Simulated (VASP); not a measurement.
# BiW (CsCl type) (Pm-3m) in VASP: relaxation of cell and atoms with PBE

Aim: the relaxation of cell and atoms of BiW (CsCl type) with PBE.

Everything below comes from runs of VASP 6.6.1. Logs are shortened: lines on timing, memory, paths and dates and some standing lists are left out, and cuts for length are marked.

## Step 1: The cell of the first run

The structure is cubic, space group Pm-3m (No. 221). Conventional cell: a = 3.305 Å, b = 3.305 Å, c = 3.305 Å, α = 90.00°, β = 90.00°, γ = 90.00°. Within 3.8 Å of W (site symmetry m-3m) lie 8 Bi at 2.86 Å and 6 W at 3.31 Å. Bi (site symmetry m-3m) has 8 W at 2.86 Å and 6 Bi at 3.31 Å within 3.8 Å.

## Step 2: Relaxation of cell and atoms, PBE, target pressure 38 GPa, at which the enthalpy is minimised

INCAR reads:

```
ALGO = Normal
EDIFF = 1E-6
EDIFFG = -0.005
ENCUT = 600
GGA = PE
IBRION = 2
ISIF = 3
ISMEAR = -1
LASPH = True
LCHARG = False
LREAL = False
LWAVE = False
NELM = 100
NSW = 60
PREC = Accurate
PSTRESS = 380.0
SIGMA = 0.1
```

KPOINTS reads:

```
k-points
0
Gamma
  12 12 12
```

POSCAR reads:

```
BiW
1.0
    3.3050934628      0.0000000000      0.0000000000
    0.0000000000      3.3050934628      0.0000000000
    0.0000000000      0.0000000000      3.3050934628
W Bi
1 1
Direct
    0.0000000000      0.0000000000      0.0000000000
    0.5000000000      0.5000000000      0.5000000000
```

Potentials or basis: VASP PAW PBE potentials, release 64 (W_sv, Bi_d).

The run is started by

```sh
$ cat potpaw_PBE.64/W_sv/POTCAR potpaw_PBE.64/Bi_d/POTCAR > POTCAR
$ mpirun -np 1 vasp_std > vasp.out
```

OUTCAR:

```text
EDIFF = 1E-6
   EDIFFG = -0.005
   ENCUT = 600
   GGA = PE
   IBRION = 2
   ISIF = 3
   ISMEAR = -1
   LASPH = True
   LREAL = False
   NELM = 100
   NSW = 60
   PREC = Accurate
   PSTRESS = 380.0

 ion  position               nearest neighbor table
   1  0.000  0.000  0.000-   2 2.86   2 2.86   2 2.86   2 2.86   2 2.86   2 2.86   2 2.86   2 2.86

   2  0.500  0.500  0.500-   1 2.86   1 2.86   1 2.86   1 2.86   1 2.86   1 2.86   1 2.86   1 2.86

  LATTYP: Found a simple cubic cell.
 ALAT       =     3.3050934628

  Lattice vectors:

 A1 = (   3.3050934628,   0.0000000000,   0.0000000000)
 A2 = (   0.0000000000,   3.3050934628,   0.0000000000)
 A3 = (   0.0000000000,   0.0000000000,   3.3050934628)

Analysis of symmetry for initial positions (statically):
=====================================================================
 Subroutine PRICEL returns:
 Original cell was already a primitive cell.

 Routine SETGRP: Setting up the symmetry group for a
 simple cubic supercell.

 Subroutine GETGRP returns: Found 48 space group operations
 (whereof 48 operations were pure point group operations)
 out of a pool of 48 trial point group operations.

The static configuration has the point symmetry O_h .

Analysis of symmetry for dynamics (positions and initial velocities):
=====================================================================
 Subroutine PRICEL returns:
 Original cell was already a primitive cell.

 Routine SETGRP: Setting up the symmetry group for a
 simple cubic supercell.

 Subroutine GETGRP returns: Found 48 space group operations
 (whereof 48 operations were pure point group operations)
 out of a pool of 48 trial point group operations.

The dynamic configuration has the point symmetry O_h .

 Subroutine INISYM returns: Found 48 space group operations
 (whereof 48 operations are pure point group operations),
 and found     1 'primitive' translations

----------------------------------------------------------------------------------------

                                     Primitive cell

  volume of cell :      36.1037

  direct lattice vectors                    reciprocal lattice vectors
     3.305093463  0.000000000  0.000000000     0.302563305  0.000000000  0.000000000
     0.000000000  3.305093463  0.000000000     0.000000000  0.302563305  0.000000000
     0.000000000  0.000000000  3.305093463     0.000000000  0.000000000  0.302563305

  length of vectors
     3.305093463  3.305093463  3.305093463     0.302563305  0.302563305  0.302563305

  position of ions in fractional coordinates (direct lattice)
     0.000000000  0.000000000  0.000000000
     0.500000000  0.500000000  0.500000000

  ion indices of the primitive-cell ions
   primitive index   ion index
                 1           1
                 2           2

----------------------------------------------------------------------------------------

 KPOINTS: k-points

Automatic generation of k-mesh.
 Grid dimensions read from file:
 generate k-points for:   12   12   12

 Generating k-lattice:

  Cartesian coordinates                     Fractional coordinates (reciprocal lattice)
     0.025213609  0.000000000  0.000000000     0.083333333  0.000000000  0.000000000
     0.000000000  0.025213609  0.000000000     0.000000000  0.083333333  0.000000000
     0.000000000  0.000000000  0.025213609     0.000000000  0.000000000  0.083333333

  Length of vectors
     0.025213609  0.025213609  0.025213609

  Shift w.r.t. Gamma in fractional coordinates (k-lattice)
     0.000000000  0.000000000  0.000000000

 Subroutine IBZKPT returns following result:
 ===========================================

 Found     84 irreducible k-points:

 Following reciprocal coordinates:
            Coordinates               Weight
  0.000000  0.000000  0.000000      1.000000
  0.083333  0.000000  0.000000      6.000000
  0.166667  0.000000  0.000000      6.000000
  0.250000  0.000000  0.000000      6.000000
  0.333333  0.000000  0.000000      6.000000
  0.416667  0.000000  0.000000      6.000000
[... 16 lines left out ...]
  0.333333  0.333333  0.000000     12.000000
  0.416667  0.333333  0.000000     24.000000
 [... further k-points ...]
   k-points           NKPTS =     84   k-points in BZ     NKDIM =     84   number of bands    NBANDS=     18
   number of dos      NEDOS =    301   number of ions     NIONS =      2
   total plane-waves  NPLWV =  21952
   dimension x,y,z NGX =    28 NGY =   28 NGZ =   28
   dimension x,y,z NGXF=    56 NGYF=   56 NGZF=   56
   ions per type =               1   1
   NGX,Y,Z   is equivalent  to a cutoff of  14.08, 14.08, 14.08 a.u.
   NGXF,Y,Z  is equivalent  to a cutoff of  28.17, 28.17, 28.17 a.u.
 SYSTEM =  unknown system
   PREC   = accura    normal or accurate (medium, high low for compatibility)
   ISTART =      0    job   : 0-new  1-cont  2-samecut
   ICHARG =      2    charge: 1-file 2-atom 10-const
   ISPIN  =      1    spin polarized calculation?
   LNONCOLLINEAR =      F non collinear calculations
   LSORBIT =      F    spin-orbit coupling
   LASPH  =      T    aspherical Exc in radial PAW
   ENCUT  =  600.0 eV  44.10 Ry    6.64 a.u.   6.60  6.60  6.60*2*pi/ulx,y,z
   NELM   =    100;   NELMIN=  2; NELMDL= -5     # of ELM steps
   EDIFF  = 0.1E-05   stopping-criterion for ELM
   LREAL  =      F    real-space projection
   EDIFFG = -.5E-02   stopping-criterion for IOM
   NSW    =     60    number of steps for IOM
   IBRION =      2    ionic relax: 0-MD 1-quasi-New 2-CG
   NFREE  =      1    steps in history (QN), initial steepest desc. (CG)
   ISIF   =      3    stress and relaxation
   ISYM   =      2    0-nonsym 1-usesym 2-fastsym
   POTIM  = 0.5000    time-step for ionic-motion
   TEBEG  =    0.0;   TEEND  =   0.0 temperature during run
   PSTRESS=  380.0 pullay stress
   NELECT =      29.0000    total number of electrons
   NUPDOWN=      -1.0000    fix difference up-down
   EMIN   =  10.00;   EMAX   =-10.00  energy-range for DOS
   EFERMI =   0.00;   METHOD = LEGACY
   ISMEAR =    -1;   SIGMA  =   0.10  broadening in eV -4-tet -1-fermi 0-gaus
   EFERMI_NEDOS =   21; number of points for ismear=-14 and -15
   IALGO  =     38    algorithm
   IMIX   =      4    mixing-type and parameters
     AMIX     =   0.40;   BMIX     =  1.00
     AMIX_MAG =   1.60;   BMIX_MAG =  1.00
  volume/ion in A,a.u.               =      18.05       121.82
  Fermi-wavevector in a.u.,A,eV,Ry     =   1.521798  2.875782 31.509324  2.315870
  Thomas-Fermi vector in A             =   2.630464
   LORBIT       =      0    0 simple, 1 ext, 2 COOP (PROOUT), +10 PAW based schemes
   GGA     = PE    functional components
   LHFCALC =     F    Hartree Fock is set to
   AEXX    =    0.0000 exact exchange contribution
   IVDW    =     0    specifies the selected vdW correction
   LEPSILON=     F    determine dielectric tensor
   LRPA    =     F    only Hartree local field effects (RPA)
 conjugate gradient relaxation of ions
 non-spin polarized calculation
  energy-cutoff  :      600.00
  volume of cell :       36.10
 maximum number of plane-waves:      1228
 NGX is ok and might be reduce to    28
   NGX = 13   NGY = 13   NGZ = 13

--------------------------------------- Ionic step        1  -------------------------------------------

 number of electron      29.0000006 magnetization

 Free energy of the ion-electron system (eV)
  ---------------------------------------------------
  ext. energy  EPLUGINS =         0.00000000
  ---------------------------------------------------
  free energy    TOTEN  =       -14.14305194 eV

  energy without entropy =      -14.08250004  energy(sigma->0) =      -14.11277599

------------------------ aborting loop because EDIFF is reached ----------------------------------------

  FORCE on cell =-STRESS in cart. coord.  units (eV):
  Direction    XX          YY          ZZ          XY          YZ          ZX
  --------------------------------------------------------------------------------------
  -------------------------------------------------------------------------------------
  Total        5.3274375      5.3274375      5.3274375      0.0000000      0.0000000     -0.0000000
  in kB      236.4164617    236.4164617    236.4164617      0.0000000      0.0000000     -0.0000000
  external PRESSURE =    -143.5835383 kB  Pullay stress =     380.0000000 kB
[... 137 lines left out ...]
  enthalpy is  TOTEN    =        -5.6643551277 eV   P V=        8.1435149824

--------------------------------------- Ionic step        5  -------------------------------------------

 number of electron      28.9999996 magnetization

 Free energy of the ion-electron system (eV)
  ---------------------------------------------------
  ext. energy  EPLUGINS =         0.00000000
  ---------------------------------------------------
  free energy    TOTEN  =       -13.79965687 eV

  energy without entropy =      -13.74282393  energy(sigma->0) =      -13.77124040

 E-fermi :  13.7545     XC(G=0): -13.3188

 val. band max:       13.7506565140   @ k =   0.3333   0.3333   0.3333
 cond. band min:      13.7566666900   @ k =   0.2500   0.1667   0.0833
 fundamental gap:      0.0060101760
 Fermi energy:        13.7545185907

 k-point     1 :       0.0000    0.0000    0.0000
  band No.  band energies     occupation
      1     -60.1263      2.00000
      2     -24.3725      2.00000
      3     -24.3725      2.00000
      4     -24.3725      2.00000
      5      -9.6381      2.00000
      6      -9.6381      2.00000
[... 10 lines left out ...]
     17      14.8002      0.00006
     18      14.8002      0.00006
[... 466 lines left out ...]
      2     -24.5374      2.00000
      3     -24.4981      2.00000
      4     -24.3452      2.00000
      5      -9.5113      2.00000
      6      -9.4933      2.00000
[... 10 lines left out ...]
     17      16.4807      0.00000
     18      18.2494      0.00000

 [... further k-points ...]
[... 5 lines left out ...]
  --------------------------------------------------------------------------------------
  -------------------------------------------------------------------------------------
  Total        8.1355626      8.1355626      8.1355626     -0.0000000     -0.0000000      0.0000000
  in kB      380.0137226    380.0137226    380.0137226     -0.0000000     -0.0000000      0.0000000
  external PRESSURE =       0.0137226 kB  Pullay stress =     380.0000000 kB
[... 17 lines left out ...]
  FREE ENERGIE OF THE ION-ELECTRON SYSTEM (eV)
  ---------------------------------------------------
  free  energy   TOTEN  =       -13.7996568713 eV

  energy  without entropy=      -13.7428239321  energy(sigma->0) =      -13.77124040

  enthalpy is  TOTEN    =        -5.6643880985 eV   P V=        8.1352687728

 reached required accuracy - stopping structural energy minimisation
```

It took 1.8 min on 1 thread of Intel Xeon Platinum 8488C (Sapphire Rapids), shared host; peak memory 0.22 GiB.

What came out:

- Free energy: -13.7997 eV
- Relaxed volume: 17.15 Å³/atom
- Relaxed cell: a = 3.249 Å, b = 3.249 Å, c = 3.249 Å, α = 90.00°, β = 90.00°, γ = 90.00°
- Space group after relaxing (to 0.1 Å): Pm-3m (No. 221)
- Energy change on relaxing (the run minimises the enthalpy): +171.7 meV/atom
- Ionic steps: 5
- Pressure after relaxing: 38.0 GPa
- Band gap on the k mesh: zero (an odd number of electrons rules out a gap without spin polarisation)

Step by step:
| step | energy change (eV) | largest force (eV/Å) | pressure (GPa) | volume (Å³) |
| --- | --- | --- | --- | --- |
| 1 | 0.0000 | 0.0000 | 23.64 | 36.10 |
| 2 | 3.1770 | 0.0000 | 126.44 | 28.29 |
| 3 | 0.3085 | 0.0000 | 36.70 | 34.45 |
| 4 | 0.3352 | 0.0000 | 37.71 | 34.34 |
| 5 | 0.3434 | 0.0000 | 38.00 | 34.30 |

Final structure:
```cif
data_structure
_symmetry_space_group_name_H-M 'P 1'
_symmetry_Int_Tables_number 1
_cell_length_a 3.2491
_cell_length_b 3.2491
_cell_length_c 3.2491
_cell_angle_alpha 90.000
_cell_angle_beta 90.000
_cell_angle_gamma 90.000
_cell_volume 34.30
loop_
_atom_site_label
_atom_site_type_symbol
_atom_site_fract_x
_atom_site_fract_y
_atom_site_fract_z
_atom_site_occupancy
W1 W 0.00000 0.00000 0.00000 1
Bi1 Bi 0.50000 0.50000 0.50000 1
```

Caveat: the cell is relaxed towards a set pressure, so the run minimises the enthalpy, not the energy; spin-orbit coupling is left out, which moves the levels of the heavy elements.
